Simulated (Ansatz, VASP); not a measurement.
## One calculation of BiTe, two programs

The input POSCAR:

```
BiTe
1.0
    2.4545891627      1.4171577139      3.3609455389
   -2.4545891627      1.4171577139      3.3609455389
    0.0000000000     -2.8343154277      3.3609455389
Bi Te
1 1
Direct
    0.5000000000      0.5000000000      0.5000000000
    0.0000000000      0.0000000000      0.0000000000
```

Contents of INCAR.step1:

```
SYSTEM = BiTe
ALGO     = Normal         ! electronic algorithm
EDIFF    = 1E-4           ! SCF threshold, eV
ENCUT    = 520            ! plane-wave cutoff, eV
GGA      = PE             ! functional
ISMEAR   = -1             ! smearing method
LASPH    = .TRUE.         ! aspherical terms in the spheres
LCHARG   = .FALSE.        ! write CHGCAR
LREAL    = .FALSE.        ! projectors in reciprocal space
LWAVE    = .TRUE.         ! write WAVECAR
NBANDS   = 18             ! bands
NELM     = 60             ! most SCF steps
PREC     = Accurate       ! precision mode
SIGMA    = 0.05           ! smearing width, eV
```

File INCAR.step2:

```
SYSTEM = BiTe
ALGO     = Normal         ! electronic algorithm
EDIFF    = 1E-6           ! SCF threshold, eV
ENCUT    = 520            ! plane-wave cutoff, eV
ISIF     = 2              ! what is computed and relaxed
ISMEAR   = -1             ! smearing method
ISTART   = 1            
LASPH    = .TRUE.         ! aspherical terms in the spheres
LCHARG   = .FALSE.        ! write CHGCAR
LMIXTAU  = .TRUE.       
LREAL    = .FALSE.        ! projectors in reciprocal space
LWAVE    = .FALSE.        ! write WAVECAR
METAGGA  = R2SCAN         ! meta-GGA
NBANDS   = 18             ! bands
NELM     = 60             ! most SCF steps
PREC     = Accurate       ! precision mode
SIGMA    = 0.05           ! smearing width, eV
```

Contents of KPOINTS:

```
k-points
0
G
  7 7 7
  0 0 0
```

input.yaml

```yaml
crystal:
  lattice:
    - [2.4545891627, 1.4171577139, 3.3609455389]
    - [-2.4545891627, 1.4171577139, 3.3609455389]
    - [0.0, -2.8343154277, 3.3609455389]
  atoms:
    - { symbol: Bi, position: [0.5, 0.5, 0.5] }
    - { symbol: Te, position: [0.0, 0.0, 0.0] }
hamiltonian:
  xc: r2scan
  pseudopotentials: { kind: paw }
kpoints:
  mp_grid: { grid: [7, 7, 7] }
scf:
  occupations: { method: fermi_dirac, width: 0.05 }
output:
  forces: true
  stress: true
  eigenvalues: true
```

Alike in both runs: task single point; functional r2SCAN; k mesh 7 × 7 × 7; occupations fermi-dirac, width 0.05 eV; no spin polarisation.

```csv
,VASP,Ansatz
version,VASP 6.6.1,Ansatz 0.2.0
potentials or method,"VASP PAW PBE potentials, release 64 (Bi_d, Te)",Ansatz PAW
plane-wave cutoff (eV),520,500
valence electrons in the cell,21,31
```

```csv
,VASP,Ansatz,Ansatz less VASP
gap on the k mesh at the Fermi level (eV),none,none,-
pressure (GPa),-2.4,-2.4,+0.03
"traceless stress, the component that is largest in VASP (GPa)",0.43,0.43,-0.005
```

VASP's potentials were made for PBE, not for r2SCAN. A gap of «none» marks a metal or a gap that the smearing closes. The functional is the same, so the differences come from potentials, cutoffs and numerics. VASP's potentials hold 21 valence electrons a cell and Ansatz's 31, so a difference there can come from the potentials and not from the codes.

Spin-orbit coupling is off throughout.
